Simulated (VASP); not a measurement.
# GaSi (F-43m) in VASP: notebook

Runs on GaSi. Level: PBE. Tasks: relaxation of cell and atoms, single point.

Program: VASP 6.6.1. These are calculated values, not measurements. Logs are shortened: lines on timing, memory, paths and dates and some standing lists are left out, and cuts for length are marked.

### Step 1. The cell of the first run

It takes space group F-43m (No. 216, cubic). The conventional cell has a = 5.254 Å, b = 5.254 Å, c = 5.254 Å, α = 90.00°, β = 90.00°, γ = 90.00°. Ga (site symmetry -43m) has 4 Si at 2.28 Å within 3.0 Å. Within 3.0 Å of Si (site symmetry -43m) lie 4 Ga at 2.28 Å.

### Step 2. Relaxation of cell and atoms, PBE

INCAR reads:

```
  PREC = Accurate
  ENCUT = 600
  EDIFF = 1E-6
  ISMEAR = 0
  SIGMA = 0.1
  LREAL = F
  LASPH = T
  NELM = 60
  ALGO = Normal
  ISIF = 3
  LWAVE = F
  LCHARG = F
  GGA = PE
  IBRION = 2
  NSW = 90
  EDIFFG = -0.04
```

KPOINTS reads:

```
regular mesh
0
Gamma
  6 6 6
```

POSCAR reads:

```
GaSi
1.0
    0.0000000000      2.6271099774      2.6271099774
    2.6271099774      0.0000000000      2.6271099774
    2.6271099774      2.6271099774      0.0000000000
Ga Si
1 1
Direct
    0.0000000000      0.0000000000      0.0000000000
    0.7500000000      0.7500000000      0.7500000000
```

Potentials or basis: VASP PAW PBE potentials, release 64 (Ga_d, Si).

Launch:

```
> cat potpaw_PBE.64/Ga_d/POTCAR potpaw_PBE.64/Si/POTCAR > POTCAR
> mpirun -np 1 vasp_std > vasp.out
```

OUTCAR:

```text
PREC = Accurate
   ENCUT = 600
   EDIFF = 1E-6
   ISMEAR = 0
   LREAL = F
   LASPH = T
   NELM = 60
   ISIF = 3
   GGA = PE
   IBRION = 2
   NSW = 90
   EDIFFG = -0.04

 ion  position               nearest neighbor table
   1  0.000  0.000  0.000-   2 2.28   2 2.28   2 2.28   2 2.28
   2  0.750  0.750  0.750-   1 2.28   1 2.28   1 2.28   1 2.28

  LATTYP: Found a face centered cubic cell.
 ALAT       =     5.2542199548

  Lattice vectors:

 A1 = (   0.0000000000,   2.6271099774,   2.6271099774)
 A2 = (   2.6271099774,   0.0000000000,   2.6271099774)
 A3 = (   2.6271099774,   2.6271099774,   0.0000000000)

Analysis of symmetry for initial positions (statically):
=====================================================================
 Subroutine PRICEL returns:
 Original cell was already a primitive cell.

 Routine SETGRP: Setting up the symmetry group for a
 face centered cubic supercell.

 Subroutine GETGRP returns: Found 24 space group operations
 (whereof 24 operations were pure point group operations)
 out of a pool of 48 trial point group operations.

The static configuration has the point symmetry T_d .

Analysis of symmetry for dynamics (positions and initial velocities):
=====================================================================
 Subroutine PRICEL returns:
 Original cell was already a primitive cell.

 Routine SETGRP: Setting up the symmetry group for a
 face centered cubic supercell.

 Subroutine GETGRP returns: Found 24 space group operations
 (whereof 24 operations were pure point group operations)
 out of a pool of 48 trial point group operations.

The dynamic configuration has the point symmetry T_d .

 Subroutine INISYM returns: Found 24 space group operations
 (whereof 24 operations are pure point group operations),
 and found     1 'primitive' translations

----------------------------------------------------------------------------------------

                                     Primitive cell

  volume of cell :      36.2631

  direct lattice vectors                    reciprocal lattice vectors
     0.000000000  2.627109977  2.627109977    -0.190323209  0.190323209  0.190323209
     2.627109977  0.000000000  2.627109977     0.190323209 -0.190323209  0.190323209
     2.627109977  2.627109977  0.000000000     0.190323209  0.190323209 -0.190323209

  length of vectors
     3.715294560  3.715294560  3.715294560     0.329649467  0.329649467  0.329649467

  position of ions in fractional coordinates (direct lattice)
     0.000000000  0.000000000  0.000000000
     0.750000000  0.750000000  0.750000000

  ion indices of the primitive-cell ions
   primitive index   ion index
                 1           1
[... 31 lines left out ...]
  0.166667  0.000000  0.000000      8.000000
  0.333333  0.000000  0.000000      8.000000
  0.500000  0.000000  0.000000      4.000000
  0.166667  0.166667  0.000000      6.000000
  0.333333  0.166667  0.000000     24.000000
[... 8 lines left out ...]
 -0.333333  0.333333  0.166667     24.000000
 -0.333333  0.500000  0.166667     12.000000
   k-points           NKPTS =     16   k-points in BZ     NKDIM =     16   number of bands    NBANDS=     12
   number of dos      NEDOS =    301   number of ions     NIONS =      2
   total plane-waves  NPLWV =  27000
   dimension x,y,z NGX =    30 NGY =   30 NGZ =   30
   dimension x,y,z NGXF=    60 NGYF=   60 NGZF=   60
   ions per type =               1   1
   NGX,Y,Z   is equivalent  to a cutoff of  13.42, 13.42, 13.42 a.u.
   NGXF,Y,Z  is equivalent  to a cutoff of  26.85, 26.85, 26.85 a.u.
 SYSTEM =  unknown system
   PREC   = accura    normal or accurate (medium, high low for compatibility)
   ISTART =      0    job   : 0-new  1-cont  2-samecut
   ICHARG =      2    charge: 1-file 2-atom 10-const
   ISPIN  =      1    spin polarized calculation?
   LNONCOLLINEAR =      F non collinear calculations
   LSORBIT =      F    spin-orbit coupling
   LASPH  =      T    aspherical Exc in radial PAW
   ENCUT  =  600.0 eV  44.10 Ry    6.64 a.u.   7.42  7.42  7.42*2*pi/ulx,y,z
   NELM   =     60;   NELMIN=  2; NELMDL= -5     # of ELM steps
   EDIFF  = 0.1E-05   stopping-criterion for ELM
   LREAL  =      F    real-space projection
   EDIFFG = -.4E-01   stopping-criterion for IOM
   NSW    =     90    number of steps for IOM
   IBRION =      2    ionic relax: 0-MD 1-quasi-New 2-CG
   NFREE  =      1    steps in history (QN), initial steepest desc. (CG)
   ISIF   =      3    stress and relaxation
   ISYM   =      2    0-nonsym 1-usesym 2-fastsym
   POTIM  = 0.5000    time-step for ionic-motion
   TEBEG  =    0.0;   TEEND  =   0.0 temperature during run
   PSTRESS=    0.0 pullay stress
   NELECT =      17.0000    total number of electrons
   NUPDOWN=      -1.0000    fix difference up-down
   EMIN   =  10.00;   EMAX   =-10.00  energy-range for DOS
   EFERMI =   0.00;   METHOD = LEGACY
   ISMEAR =     0;   SIGMA  =   0.10  broadening in eV -4-tet -1-fermi 0-gaus
   EFERMI_NEDOS =   21; number of points for ismear=-14 and -15
   IALGO  =     38    algorithm
   IMIX   =      4    mixing-type and parameters
     AMIX     =   0.40;   BMIX     =  1.00
     AMIX_MAG =   1.60;   BMIX_MAG =  1.00
  volume/ion in A,a.u.               =      18.13       122.36
  Fermi-wavevector in a.u.,A,eV,Ry     =   1.271753  2.403265 22.005472  1.617357
  Thomas-Fermi vector in A             =   2.404669
   LORBIT       =      0    0 simple, 1 ext, 2 COOP (PROOUT), +10 PAW based schemes
   GGA     = PE    functional components
   LHFCALC =     F    Hartree Fock is set to
   AEXX    =    0.0000 exact exchange contribution
   IVDW    =     0    specifies the selected vdW correction
   LEPSILON=     F    determine dielectric tensor
   LRPA    =     F    only Hartree local field effects (RPA)
 conjugate gradient relaxation of ions
 non-spin polarized calculation
 Gauss-broadening in eV      SIGMA  =   0.10
  energy-cutoff  :      600.00
  volume of cell :       36.26
 maximum number of plane-waves:      1243
 NGX is ok and might be reduce to    30
   NGX = 15   NGY = 15   NGZ = 15

--------------------------------------- Ionic step        1  -------------------------------------------

 number of electron      17.0000005 magnetization

 Free energy of the ion-electron system (eV)
  ---------------------------------------------------
  ext. energy  EPLUGINS =         0.00000000
  ---------------------------------------------------
  free energy    TOTEN  =        -7.23742939 eV

  energy without entropy =       -7.22795999  energy(sigma->0) =       -7.23269469

 E-fermi :   5.3774     XC(G=0): -10.3724

 val. band max:        5.3423288447   @ k =   0.3333   0.1667   0.0000
 cond. band min:       5.5243507278   @ k =   0.1667   0.1667   0.0000
 fundamental gap:      0.1820218831
 Fermi energy:         5.3773950067
[... 556 lines left out ...]
--------------------------------------- Ionic step        3  -------------------------------------------

 number of electron      16.9999992 magnetization

 Free energy of the ion-electron system (eV)
  ---------------------------------------------------
  ext. energy  EPLUGINS =         0.00000000
  ---------------------------------------------------
  free energy    TOTEN  =        -7.73069479 eV

  energy without entropy =       -7.71967163  energy(sigma->0) =       -7.72518321

 E-fermi :   3.4475     XC(G=0):  -9.3890

 val. band max:        3.4437793943   @ k =   0.3333   0.1667   0.0000
 cond. band min:       3.8766389261   @ k =  -0.3333   0.1667   0.0000
 fundamental gap:      0.4328595317
 Fermi energy:         3.4474678540
[... 267 lines left out ...]
  FREE ENERGIE OF THE ION-ELECTRON SYSTEM (eV)
  ---------------------------------------------------
  free  energy   TOTEN  =        -7.7306947852 eV

  energy  without entropy=       -7.7196716342  energy(sigma->0) =       -7.72518321

 reached required accuracy - stopping structural energy minimisation
```

CONTCAR:

```text
GaSi
   1.00000000000000
    -0.0000000000000000    2.8306009687767140    2.8306009687767140
     2.8306009687767140   -0.0000000000000000    2.8306009687767140
     2.8306009687767140    2.8306009687767140   -0.0000000000000000
  Ga              Si
     1     1
Direct
     0.0000000000000000    0.0000000000000000    0.0000000000000000
     0.7500000000000000    0.7500000000000000    0.7500000000000000

  0.00000000E+00  0.00000000E+00  0.00000000E+00
  0.00000000E+00  0.00000000E+00  0.00000000E+00
```

Wall time 19 s (1 thread of Intel Xeon 6975P-C, shared host); peak memory 0.17 GiB.

What came out:

```
Free energy                            : -7.7307 eV
Relaxed volume                         : 22.68 Å³/atom
Relaxed cell                           : a = 4.003 Å, b = 4.003 Å, c = 4.003 Å, α = 60.00°, β = 60.00°, γ = 60.00°
Space group after relaxing (to 0.05 Å) : F-43m (No. 216)
Energy gained by relaxing              : 246.6 meV/atom
Ionic steps                            : 3
Pressure after relaxing                : 0.1 GPa
```

The path:
```csv
step,energy change (eV),largest force (eV/Å),pressure (GPa),volume (Å³)
1,0.0000,0.0000,20.75,36.26
2,-0.4218,0.0000,-4.47,50.03
3,-0.4933,0.0000,0.07,45.36
```

Final structure:
```
Ga Si
1.0
     0.00000    2.83060    2.83060
     2.83060    0.00000    2.83060
     2.83060    2.83060    0.00000
Ga Si
1 1
Direct
  0.00000 0.00000 0.00000
  0.75000 0.75000 0.75000
```

Caveat: the volume moved by over 15 % at a fixed basis, so the end points are rough.

### Step 3. Single point, PBE

This run uses another cell than the first one, of 22.60 Å³/atom, 1.247 times its volume.

INCAR reads:

```
PREC = Accurate
ENCUT = 520
EDIFF = 1E-7
ISMEAR = 0
SIGMA = 0.1
LREAL = F
LASPH = T
NELM = 80
ALGO = Normal
ISIF = 2
LWAVE = F
LCHARG = F
GGA = PE
NBANDS = 16
```

KPOINTS reads:

```
Automatic mesh
0
Gamma
  18 18 18
```

POSCAR reads:

```
GaSi
1.0
    0.0000000000      2.8274676453      2.8274676453
    2.8274676453      0.0000000000      2.8274676453
    2.8274676453      2.8274676453      0.0000000000
Ga Si
1 1
Direct
    0.0000000000      0.0000000000      0.0000000000
    0.2500000000      0.2500000000      0.2500000000
```

Potentials or basis: VASP PAW PBE potentials, release 64 (Ga_d, Si).

Launch:

```
> cat potpaw_PBE.64/Ga_d/POTCAR potpaw_PBE.64/Si/POTCAR > POTCAR
> mpirun -np 1 vasp_std > vasp.out
```

Run time: 1.7 min. Hardware: 1 thread of Intel Xeon 6975P-C, shared host; peak memory 0.27 GiB.

Results (log left out):

* Free energy: -7.7111 eV
* Pressure: 0.1 GPa

Levels at points of the mesh, in eV from the Fermi level:
| k point | band 6 | band 7 | band 8 | band 9 | band 10 | band 11 | band 12 | band 13 |
| --- | --- | --- | --- | --- | --- | --- | --- | --- |
| (0.00, 0.00, 0.00) | -10.20 | 1.70 | 1.70 | 1.70 | 3.67 | 4.18 | 4.18 | 4.18 |
| (0.50, 0.00, 0.00) | -7.99 | -5.29 | 0.41 | 0.41 | 2.67 | 5.06 | 5.06 | 8.52 |
| (0.50, 0.50, 0.00) | -6.60 | -5.83 | -1.25 | -1.25 | 2.24 | 2.40 | 11.09 | 11.09 |

### Step 4. Relaxation of cell and atoms, PBE

This run uses another cell than the first one, of 22.57 Å³/atom, 1.245 times its volume.

INCAR reads:

```
SYSTEM = GaSi
ALGO     = Normal         ! electronic algorithm
EDIFF    = 1E-6           ! SCF threshold, eV
EDIFFG   = -0.01          ! ionic threshold
ENCUT    = 600            ! plane-wave cutoff, eV
GGA      = PE             ! functional
IBRION   = 2              ! ionic algorithm
ISIF     = 3              ! what is computed and relaxed
ISMEAR   = 0              ! smearing method
LASPH    = .TRUE.         ! aspherical terms in the spheres
LCHARG   = .FALSE.        ! write CHGCAR
LREAL    = .FALSE.        ! projectors in reciprocal space
LWAVE    = .FALSE.        ! write WAVECAR
NELM     = 100            ! most SCF steps
NSW      = 100            ! ionic steps
PREC     = Accurate       ! precision mode
SIGMA    = 0.1            ! smearing width, eV
```

KPOINTS reads:

```
k-points
0
G
  18 18 18
  0 0 0
```

POSCAR reads:

```
GaSi
1.0
    0.0000000000      2.8260874685      2.8260874685
    2.8260874685      0.0000000000      2.8260874685
    2.8260874685      2.8260874685      0.0000000000
Ga Si
1 1
Direct
    0.0000000000      0.0000000000      0.0000000000
    0.2500000000      0.2500000000      0.2500000000
```

Launch:

```
> cat potpaw_PBE.64/Ga_d/POTCAR potpaw_PBE.64/Si/POTCAR > POTCAR
> mpirun -np 1 vasp_std > vasp.out
```

It took 1.9 min on 1 thread of Intel Xeon 6975P-C, shared host; peak memory 0.29 GiB.

Results (log left out):

| Item | Value |
| --- | --- |
| Free energy | -7.7109 eV |
| Relaxed volume | 22.61 Å³/atom |
| Relaxed cell | a = 3.999 Å, b = 3.999 Å, c = 3.999 Å, α = 60.00°, β = 60.00°, γ = 60.00° |
| Space group after relaxing (to 0.05 Å) | F-43m (No. 216) |
| Energy gained by relaxing | 0.0 meV/atom |
| Ionic steps | 3 |
| Pressure after relaxing | 0.1 GPa |

Final structure:
```
Ga Si
1.0
     0.00000    2.82786    2.82786
     2.82786    0.00000    2.82786
     2.82786    2.82786    0.00000
Ga Si
1 1
Direct
  0.00000 0.00000 0.00000
  0.25000 0.25000 0.25000
```

Levels at points of the mesh, in eV from the Fermi level:
```
           k point  band 5  band 6  band 7  band 8  band 9  band 10  band 11  band 12
(0.00, 0.00, 0.00)  -14.12  -10.20    1.70    1.70    1.70     3.66     4.18     4.18
(0.50, 0.00, 0.00)  -14.11   -7.99   -5.29    0.41    0.41     2.67     5.06     5.06
(0.50, 0.50, 0.00)  -14.10   -6.60   -5.83   -1.25   -1.25     2.24     2.40    11.09
```

### Step 5. Summary

| task | cell | k mesh | cutoff (eV) | gap on the mesh (eV) | pressure (GPa) | relaxed volume (Å³/atom) |
| --- | --- | --- | --- | --- | --- | --- |
| relaxation of cell and atoms | relaxed from a = 3.715 Å, angles 60.0°, 2 atoms | 6 × 6 × 6 | 600 | none | 0.1 | 22.68 |
| single point | a = 3.999 Å, angles 60.0°, 2 atoms | 18 × 18 × 18 | 520 | none | 0.1 | - |
| relaxation of cell and atoms | relaxed from a = 3.997 Å, angles 60.0°, 2 atoms | 18 × 18 × 18 | 600 | none | 0.1 | 22.61 |

Alike in all rows: level PBE; potentials or basis VASP PAW PBE potentials, release 64 (Ga_d, Si); no spin polarisation; smearing gaussian 0.1 eV.

Caveats: the volume moved by over 15 % at a fixed basis, so the end points are rough (some runs).

Absolute energies hang on the potentials; compare differences alone.
